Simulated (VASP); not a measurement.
# W (Fm-3m) in VASP: a series of runs, part 2 of 2

VASP 6.6.1. The steps go on from the part before.

**3. Single point, PBE**

INCAR reads:

```
PREC = Accurate
ENCUT = 520
EDIFF = 1E-7
ISMEAR = -1
SIGMA = 0.1
LREAL = False
LASPH = True
NELM = 80
ALGO = Normal
ISIF = 2
LWAVE = False
LCHARG = False
GGA = PE
NBANDS = 13
```

KPOINTS reads:

```
regular mesh
0
Gamma
  9 9 9
```

POSCAR reads:

```
W
1.0
    0.0000000000      2.0300000000      2.0300000000
    2.0300000000      0.0000000000      2.0300000000
    2.0300000000      2.0300000000      0.0000000000
W
1
Direct
    0.0000000000      0.0000000000      0.0000000000
```

Potentials or basis: VASP PAW PBE potentials, release 64 (W_sv).

The run is started by

```sh
> cat potpaw_PBE.64/W_sv/POTCAR > POTCAR
> mpirun -np 1 vasp_std > vasp.out
```

OUTCAR:

```text
PREC = Accurate
   ENCUT = 520
   EDIFF = 1E-7
   ISMEAR = -1
   LREAL = False
   LASPH = True
   NELM = 80
   ISIF = 2
   GGA = PE

 ion  position               nearest neighbor table
   1  0.000  0.000  0.000-

  LATTYP: Found a face centered cubic cell.
 ALAT       =     4.0600000000

  Lattice vectors:

 A1 = (   0.0000000000,   2.0300000000,   2.0300000000)
 A2 = (   2.0300000000,   0.0000000000,   2.0300000000)
 A3 = (   2.0300000000,   2.0300000000,   0.0000000000)

Analysis of symmetry for initial positions (statically):
=====================================================================
 Subroutine PRICEL returns:
 Original cell was already a primitive cell.

 Routine SETGRP: Setting up the symmetry group for a
 face centered cubic supercell.

 Subroutine GETGRP returns: Found 48 space group operations
 (whereof 48 operations were pure point group operations)
 out of a pool of 48 trial point group operations.

The static configuration has the point symmetry O_h .

Analysis of symmetry for dynamics (positions and initial velocities):
=====================================================================
 Subroutine PRICEL returns:
 Original cell was already a primitive cell.

 Routine SETGRP: Setting up the symmetry group for a
 face centered cubic supercell.

 Subroutine GETGRP returns: Found 48 space group operations
 (whereof 48 operations were pure point group operations)
 out of a pool of 48 trial point group operations.

The dynamic configuration has the point symmetry O_h .

 Subroutine INISYM returns: Found 48 space group operations
 (whereof 48 operations are pure point group operations),
 and found     1 'primitive' translations

----------------------------------------------------------------------------------------

[... 109 lines left out ...]
     AMIX     =   0.40;   BMIX     =  1.00
     AMIX_MAG =   1.60;   BMIX_MAG =  1.00
  volume/ion in A,a.u.               =      16.73       112.91
  Fermi-wavevector in a.u.,A,eV,Ry     =   1.542688  2.915258 32.380324  2.379887
  Thomas-Fermi vector in A             =   2.648457
   LORBIT       =      0    0 simple, 1 ext, 2 COOP (PROOUT), +10 PAW based schemes
   GGA     = PE    functional components
   LHFCALC =     F    Hartree Fock is set to
   AEXX    =    0.0000 exact exchange contribution
   IVDW    =     0    specifies the selected vdW correction
   LEPSILON=     F    determine dielectric tensor
   LRPA    =     F    only Hartree local field effects (RPA)
 non-spin polarized calculation
  energy-cutoff  :      520.00
  volume of cell :       16.73
 maximum number of plane-waves:       465
 NGX is ok and might be reduce to    24
   NGX = 11   NGY = 11   NGZ = 11

 number of electron      14.0000002 magnetization

 Free energy of the ion-electron system (eV)
  ---------------------------------------------------
  ext. energy  EPLUGINS =         0.00000000
  ---------------------------------------------------
  free energy    TOTEN  =       -12.48955054 eV

  energy without entropy =      -12.45035994  energy(sigma->0) =      -12.46995524

 E-fermi :  10.2802     XC(G=0): -13.3254

 val. band max:       10.2547082878   @ k =  -0.4444   0.1111   0.0000
 cond. band min:      10.2956727572   @ k =  -0.1111   0.1111   0.0000
 fundamental gap:      0.0409644694
 Fermi energy:        10.2802333131

 k-point     1 :       0.0000    0.0000    0.0000
  band No.  band energies     occupation
      1     -63.4640      2.00000
      2     -27.1207      2.00000
      3     -27.1207      2.00000
      4     -27.1207      2.00000
      5       1.3344      2.00000
      6       9.6999      1.99398
      7       9.6999      1.99398
      8       9.6999      1.99398
      9      12.7423      0.00000
     10      12.7423      0.00000
     11      22.9860      0.00000
     12      28.1100      0.00000
     13      28.1100      0.00000
[... 354 lines left out ...]
  band No.  band energies     occupation
      1     -63.3386      2.00000
      2     -28.1005      2.00000
      3     -27.4988      2.00000
      4     -27.4988      2.00000
      5       4.9434      2.00000
      6       5.9168      2.00000
      7      12.6169      0.00000
      8      15.0258      0.00000
      9      15.4006      0.00000
     10      15.4006      0.00000
     11      22.4214      0.00000
     12      22.4214      0.00000
     13      23.6201      0.00000

 [... further k-points ...]
[... 5 lines left out ...]
  --------------------------------------------------------------------------------------
  -------------------------------------------------------------------------------------
  Total       -0.4898901     -0.4898901     -0.4898901      0.0000000      0.0000000      0.0000000
  in kB      -46.9127720    -46.9127720    -46.9127720      0.0000000      0.0000000      0.0000000
  external PRESSURE =     -46.9127720 kB  Pullay stress =       0.0000000 kB

 VOLUME and BASIS-vectors are now :
 -----------------------------------------------------------------------------
  energy-cutoff  :      520.00
  volume of cell :       16.73
      direct lattice vectors                 reciprocal lattice vectors
     0.000000000  2.030000000  2.030000000    -0.246305419  0.246305419  0.246305419
     2.030000000  0.000000000  2.030000000     0.246305419 -0.246305419  0.246305419
     2.030000000  2.030000000  0.000000000     0.246305419  0.246305419 -0.246305419

 POSITION                                       TOTAL-FORCE (eV/Angst)
 -----------------------------------------------------------------------------------
      0.00000      0.00000      0.00000         0.000000      0.000000      0.000000
 -----------------------------------------------------------------------------------
    total drift:                                0.000000      0.000000      0.000000

  FREE ENERGIE OF THE ION-ELECTRON SYSTEM (eV)
  ---------------------------------------------------
  free  energy   TOTEN  =       -12.4895505380 eV

  energy  without entropy=      -12.4503599389  energy(sigma->0) =      -12.46995524
```

OSZICAR:

```text
N       E                     dE             d eps       ncg     rms          rms(c)
DAV:   1     0.851896042530E+02    0.85190E+02   -0.74900E+03   910   0.122E+03
DAV:   2    -0.113610377210E+02   -0.96551E+02   -0.93080E+02   995   0.316E+02
DAV:   3    -0.131141895935E+02   -0.17532E+01   -0.17412E+01  1025   0.413E+01
DAV:   4    -0.131218502669E+02   -0.76607E-02   -0.76603E-02   990   0.302E+00
DAV:   5    -0.131219168048E+02   -0.66538E-04   -0.66538E-04  1060   0.268E-01    0.183E+01
DAV:   6    -0.126142675713E+02    0.50765E+00   -0.44912E-01   960   0.877E+00    0.699E+00
DAV:   7    -0.124935562459E+02    0.12071E+00   -0.20718E-01   985   0.561E+00    0.574E-01
DAV:   8    -0.124896356431E+02    0.39206E-02   -0.41600E-03   935   0.841E-01    0.896E-02
DAV:   9    -0.124895505431E+02    0.85100E-04   -0.13406E-04  1025   0.135E-01    0.331E-02
DAV:  10    -0.124895500995E+02    0.44356E-06   -0.11785E-05   945   0.440E-02    0.194E-03
DAV:  11    -0.124895506723E+02   -0.57273E-06   -0.23578E-07   938   0.604E-03    0.511E-04
DAV:  12    -0.124895505216E+02    0.15066E-06   -0.55000E-09   545   0.951E-04    0.844E-05
DAV:  13    -0.124895505380E+02   -0.16357E-07   -0.56140E-10   475   0.312E-04
   1 F= -.12489551E+02 E0= -.12469955E+02  d E =-.391906E-01
```

Wall time 5 s (1 thread of Intel Xeon Platinum 8488C (Sapphire Rapids), shared host); peak memory 0.14 GiB.

Results:

- Free energy: -12.4896 eV
- Pressure: -4.7 GPa
- Band gap on the k mesh: zero (band 7 reaches 12.62 eV, above the bottom of band 8 at 9.70 eV)

Caveat: spin-orbit coupling is left out, which moves the levels of the heavy elements.

**4. Single point, PBE**

INCAR reads:

```
SYSTEM = W
ALGO = Normal
EDIFF = 1E-6
ENCUT = 520
GGA = PE
ISIF = 2
ISMEAR = -1
LASPH = .True.
LCHARG = .False.
LREAL = .False.
LWAVE = .False.
NBANDS = 13
NELM = 100
PREC = Accurate
SIGMA = 0.1
```

KPOINTS reads:

```
k-points
0
Gamma
  12 12 12
  0 0 0
```

POSCAR is that of step 3.

The run is started by

```sh
> cat potpaw_PBE.64/W_sv/POTCAR > POTCAR
> mpirun -np 1 vasp_std > vasp.out
```

Run time: 7 s. Hardware: 1 thread of Intel Xeon Platinum 8488C (Sapphire Rapids), shared host; peak memory 0.15 GiB.

Results (log left out):

* Free energy: -12.4892 eV
* Pressure: -4.4 GPa
* Band gap on the k mesh: zero (band 7 reaches 13.17 eV, above the bottom of band 8 at 9.70 eV)

Levels at points of the mesh, in eV from the Fermi level:
```csv
k point,band 3,band 4,band 5,band 6,band 7,band 8,band 9,band 10,band 11,band 12
"(0.00, 0.00, 0.00)",-37.39,-37.39,-8.93,-0.57,-0.57,-0.57,2.47,2.47,12.72,17.85
"(0.50, 0.00, 0.00)",-37.54,-37.54,-5.54,-0.78,-0.78,0.54,4.88,4.88,9.97,12.35
"(0.50, 0.50, 0.00)",-37.78,-37.78,-5.39,-4.43,2.90,4.84,5.58,5.58,11.54,11.54
```

Caveat: spin-orbit coupling is left out, which moves the levels of the heavy elements.

**5. The runs side by side**

| k mesh | gap on the mesh (eV) | pressure (GPa) |
| --- | --- | --- |
| 8 × 8 × 8 | none | -3.9 |
| 9 × 9 × 9 | none | -4.7 |
| 12 × 12 × 12 | none | -4.4 |

Alike in all rows: task single point; level PBE; potentials or basis VASP PAW PBE potentials, release 64 (W_sv); no spin polarisation; cell as given; cutoff (eV) 520; smearing fermi-dirac 0.1 eV.

Every run on the cell as given and a fine mesh finds a metal.

Caveats: spin-orbit coupling is left out, which moves the levels of the heavy elements.

Absolute energies hang on the potentials; compare differences alone.
